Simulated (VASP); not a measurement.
Wanted: the native input for a VASP 6.6.1 run.

* Task: single point
* Functional: r2SCAN
* Dispersion: rVV10
* Potentials or basis: VASP PAW PBE potentials, release 64 (La, Te)
* Cutoff: 520 eV
* k mesh: 12 × 12 × 12
* Occupations: gaussian, width 0.1 eV
* Spin: no spin polarisation
* Dipole correction: no
* Further INCAR settings: ALGO = Normal; EDIFF = 1e-06; NBANDS = 16

The system is LaTe (rvv).

```xyz
2
Lattice="0.0000 3.1255 3.1255 3.1255 0.0000 3.1255 3.1255 3.1255 0.0000" Properties=species:S:1:pos:R:3 pbc="T T T"
La    0.0000    0.0000    0.0000
Te    3.1255    3.1255    3.1255
```

One way to write it, as run:

POSCAR

```
LaTe
1.0
    0.0000000000      3.1255449818      3.1255449818
    3.1255449818      0.0000000000      3.1255449818
    3.1255449818      3.1255449818      0.0000000000
La Te
1 1
Direct
    0.0000000000      0.0000000000      0.0000000000
    0.5000000000      0.5000000000      0.5000000000
```

INCAR.step1

```
  PREC = Accurate
  ENCUT = 520
  ISMEAR = 0
  SIGMA = 0.1
  LREAL = False
  LASPH = True
  NELM = 100
  NBANDS = 16
  GGA = PE
  ALGO = Normal
  EDIFF = 1E-4
  LWAVE = True
  LCHARG = False
```

INCAR.step2

```
  PREC = Accurate
  ENCUT = 520
  EDIFF = 1E-6
  ISMEAR = 0
  SIGMA = 0.1
  LREAL = False
  LASPH = True
  NELM = 100
  ALGO = Normal
  ISIF = 2
  LWAVE = False
  LCHARG = False
  METAGGA = R2SCAN
  LMIXTAU = True
  LUSE_VDW = True
  IVDW_NL = 2
  BPARAM = 11.95
  CPARAM = 0.0093
  NBANDS = 16
  ISTART = 1
```

KPOINTS

```
Automatic mesh
0
Gamma
  12 12 12
```

Potentials or basis: VASP PAW PBE potentials, release 64 (La, Te).

Run with:

```console
$ cat potpaw_PBE.64/La/POTCAR potpaw_PBE.64/Te/POTCAR > POTCAR
$ cp INCAR.step1 INCAR
$ mpirun -np 1 vasp_std > vasp.out
$ cp INCAR.step2 INCAR
$ mpirun -np 1 vasp_std > vasp.out
```

It gave:

```json
{
 "Pressure": "7.7 GPa"
}
```

Caveat: the PAW data sets were made with another functional, which shifts forces and pressure a little.

Run time: 3.2 min on 1 thread of Intel(R) Xeon(R) 6975P-C (Granite Rapids), with other jobs on the host, peak memory 0.45 GiB.
